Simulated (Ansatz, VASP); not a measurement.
**As in VASP and in Ansatz**

```
CELL_PARAMETERS angstrom
3.57491 0.00000 0.00000
-1.78745 3.09596 0.00000
0.00000 0.00000 26.41564
ATOMIC_POSITIONS crystal
As 0.33333 0.66667 0.32062
As 0.66667 0.33333 0.37245
```

Alike in both runs: task single point; functional PBE; k mesh 12 × 12 × 1; occupations fermi-dirac, width 0.02 eV; no spin polarisation.

```csv
,VASP,Ansatz
version,VASP 6.6.1,Ansatz 0.2.0
potentials or method,"VASP PAW PBE potentials, release 64 (As_d)","plane waves, PAW"
plane-wave cutoff (eV),520,420
valence electrons in the cell,30,30
```

|  | VASP | Ansatz | Ansatz less VASP |
| --- | --- | --- | --- |
| gap on the k mesh at the Fermi level (eV) | 1.68 | 1.68 | -0.004 |
| rms of the force components (eV/Å) | 0.244 | 0.228 | -0.0162 |

Atom by atom the forces differ by 0.016 eV/Å (rms over components).
